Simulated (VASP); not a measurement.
# AlAs3 (I4/mmm) in VASP: notebook, part 2 of 2

VASP 6.6.1. Earlier steps stand in the parts before.

## 3. Single point, PBE

This run uses another cell than the first one, of 21.95 Å³/atom.

Contents of INCAR:

```
PREC = Accurate
ENCUT = 520
EDIFF = 1E-6
ISMEAR = 0
SIGMA = 0.1
LREAL = False
LASPH = True
NELM = 100
ALGO = Normal
ISIF = 2
LWAVE = False
LCHARG = True
GGA = PE
LELF = True
LVHAR = True
NBANDS = 17
```

Contents of KPOINTS:

```
regular mesh
0
Gamma
  6 6 6
```

Contents of POSCAR:

```
AlAs3
1.0
   -2.2537085800      2.2537085800      4.3206313900
    2.2537085800     -2.2537085800      4.3206313900
    2.2537085800      2.2537085800     -4.3206313900
Al As
1 3
Direct
    0.0000000000      0.0000000000      0.0000000000
    0.7500000000      0.2500000000      0.5000000000
    0.2500000000      0.7500000000      0.5000000000
    0.5000000000      0.5000000000      0.0000000000
```

Potentials or basis: VASP PAW PBE potentials, release 64 (Al, As).

Run with:

```console
> cat potpaw_PBE.64/Al/POTCAR potpaw_PBE.64/As/POTCAR > POTCAR
> mpirun -np 1 vasp_std > vasp.out
```

OUTCAR:

```text
PREC = Accurate
   ENCUT = 520
   EDIFF = 1E-6
   ISMEAR = 0
   LREAL = False
   LASPH = True
   NELM = 100
   ISIF = 2
   GGA = PE

 ion  position               nearest neighbor table
   1  0.000  0.000  0.000-   2 3.12   3 3.12   2 3.12   3 3.12   2 3.12   3 3.12   2 3.12   3 3.12

   2  0.750  0.250  0.500-   1 3.12   1 3.12   1 3.12   1 3.12
   3  0.250  0.750  0.500-   1 3.12   1 3.12   1 3.12   1 3.12
   4  0.500  0.500  0.000-

  LATTYP: Found a body centered tetragonal cell.
 ALAT       =     4.5074171600
 C/A-ratio  =     1.9171207087
[... 670 lines left out ...]
     17      11.7211      0.00000

 [... further k-points ...]
[... 5 lines left out ...]
  --------------------------------------------------------------------------------------
  -------------------------------------------------------------------------------------
  Total       -4.3143444     -4.3143444     -4.4045322      0.0000000     -0.0000000      0.0000000
  in kB      -78.7449415    -78.7449415    -80.3910393      0.0000000     -0.0000000      0.0000000
  external PRESSURE =     -79.2936408 kB  Pullay stress =       0.0000000 kB

 VOLUME and BASIS-vectors are now :
 -----------------------------------------------------------------------------
  energy-cutoff  :      520.00
  volume of cell :       87.78
      direct lattice vectors                 reciprocal lattice vectors
    -2.253708580  2.253708580  4.320631390     0.000000000  0.221856545  0.115723827
     2.253708580 -2.253708580  4.320631390     0.221856545  0.000000000  0.115723827
     2.253708580  2.253708580 -4.320631390     0.221856545  0.221856545  0.000000000

 POSITION                                       TOTAL-FORCE (eV/Angst)
 -----------------------------------------------------------------------------------
      0.00000      0.00000      0.00000        -0.000000      0.000000     -0.000000
     -0.00000      2.25371      2.16032         0.000000      0.000000     -0.000000
      2.25371     -0.00000      2.16032         0.000000     -0.000000      0.000000
      0.00000      0.00000      4.32063        -0.000000      0.000000     -0.000000
 -----------------------------------------------------------------------------------
    total drift:                                0.000000     -0.000000      0.000000

  FREE ENERGIE OF THE ION-ELECTRON SYSTEM (eV)
  ---------------------------------------------------
  free  energy   TOTEN  =       -15.9858785647 eV

  energy  without entropy=      -15.9747444125  energy(sigma->0) =      -15.98031149
```

OSZICAR:

```text
N       E                     dE             d eps       ncg     rms          rms(c)
DAV:   1     0.491034328304E+02    0.49103E+02   -0.66733E+03  1028   0.845E+02
DAV:   2    -0.122647928732E+02   -0.61368E+02   -0.57554E+02  1374   0.130E+02
DAV:   3    -0.160017601708E+02   -0.37370E+01   -0.36731E+01  1195   0.313E+01
DAV:   4    -0.160332963932E+02   -0.31536E-01   -0.31496E-01  1282   0.330E+00
DAV:   5    -0.160335810943E+02   -0.28470E-03   -0.28469E-03  1257   0.341E-01    0.286E+00
DAV:   6    -0.160000969502E+02    0.33484E-01   -0.19001E-02  1178   0.669E-01    0.165E+00
DAV:   7    -0.159859394637E+02    0.14157E-01   -0.27925E-02  1172   0.831E-01    0.158E-01
DAV:   8    -0.159858621515E+02    0.77312E-04   -0.97561E-04  1137   0.172E-01    0.507E-02
DAV:   9    -0.159858787100E+02   -0.16559E-04   -0.68695E-05  1223   0.479E-02    0.148E-02
DAV:  10    -0.159858785647E+02    0.14538E-06   -0.30441E-06  1219   0.105E-02
   1 F= -.15985879E+02 E0= -.15980311E+02  d E =-.111342E-01
```

It took 18 s on 1 thread of Intel Xeon 6975P-C (Granite Rapids), shared host; peak memory 0.24 GiB.

What came out:

- Free energy: -15.9859 eV
- Pressure: -7.9 GPa
- Band gap on the k mesh: zero (bands 9 and 10 overlap by 2.65 eV)

Caveat: the cell stands under tension.

## 4. Relaxation of cell and atoms, PBE

This run uses another cell than the first one, of 21.95 Å³/atom.

Contents of INCAR:

```
  PREC = Accurate
  ENCUT = 600
  EDIFF = 1E-6
  ISMEAR = 0
  SIGMA = 0.1
  LREAL = False
  LASPH = True
  NELM = 60
  ALGO = Normal
  ISIF = 3
  LWAVE = False
  LCHARG = False
  GGA = PE
  IBRION = 2
  NSW = 90
  EDIFFG = -0.04
```

KPOINTS is that of step 3.

POSCAR is that of step 3.

Run with:

```console
> cat potpaw_PBE.64/Al/POTCAR potpaw_PBE.64/As/POTCAR > POTCAR
> mpirun -np 1 vasp_std > vasp.out
```

Wall time 72 s (1 thread of Intel Xeon 6975P-C (Granite Rapids), shared host); peak memory 0.36 GiB.

The run converged. Its results:

* Free energy: -16.3232 eV
* Relaxed volume: 18.93 Å³/atom
* Relaxed cell: a = 5.110 Å, b = 5.110 Å, c = 5.110 Å, α = 130.33°, β = 130.33°, γ = 72.89°
* Space group after relaxing (to 0.1 Å): I4/mmm (No. 139)
* Energy gained by relaxing: 84.3 meV/atom
* Ionic steps: 3
* Pressure after relaxing: 0.0 GPa
* Band gap on the k mesh: zero (bands 9 and 10 overlap by 3.25 eV)

Stress tensor (GPa, compression positive):
```
-0.09  0.00  0.00
 0.00 -0.09  0.00
 0.00  0.00  0.28
```

The path:
```tsv
step	energy change (eV)	largest force (eV/Å)	pressure (GPa)	volume (Å³)
1	0.0000	0.0000	-7.93	87.78
2	-0.3337	0.0000	1.07	74.69
3	-0.3372	0.0000	0.03	75.74
```

Final structure:
```
CELL_PARAMETERS angstrom
-2.14626 2.14626 4.11036
2.14626 -2.14626 4.11036
2.14626 2.14626 -4.11036
ATOMIC_POSITIONS crystal
Al 0.00000 0.00000 0.00000
As 0.75000 0.25000 0.50000
As 0.25000 0.75000 0.50000
As 0.50000 0.50000 0.00000
```

Levels at points of the mesh, in eV from the Fermi level:
| k point | band 6 | band 7 | band 8 | band 9 | band 10 | band 11 | band 12 | band 13 |
| --- | --- | --- | --- | --- | --- | --- | --- | --- |
| (0.00, 0.00, 0.00) | -3.67 | -2.63 | -2.63 | -2.02 | -1.94 | -0.73 | 1.19 | 1.19 |
| (0.50, 0.00, 0.00) | -3.29 | -3.09 | -2.35 | -0.30 | 0.72 | 0.77 | 1.83 | 2.82 |
| (0.50, 0.50, 0.00) | -6.11 | -1.61 | -1.51 | -0.35 | -0.21 | 3.35 | 3.75 | 4.10 |
| (0.50, 0.50, 0.50) | -4.73 | 0.60 | 0.85 | 1.31 | 1.31 | 2.13 | 2.13 | 2.81 |

## 5. Summary

```csv
task,cell,cutoff (eV),gap on the mesh (eV),pressure (GPa)
single point,"a = 5.111 Å, angles 130.3, 130.3, 72.9°, 4 atoms",520,none,-0.1
single point,"a = 5.369 Å, angles 130.4, 130.4, 72.8°, 4 atoms",520,none,-7.9
relaxation of cell and atoms,"relaxed from a = 5.369 Å, angles 130.4, 130.4, 72.8°, 4 atoms",600,none,0.0
```

Alike in all rows: level PBE; potentials or basis VASP PAW PBE potentials, release 64 (Al, As); no spin polarisation; k mesh 6 × 6 × 6; smearing gaussian 0.1 eV.

Caveats: the cell stands under tension (at least some runs).

Total energies depend on the potentials used, so only differences within one code and one set of settings carry meaning.
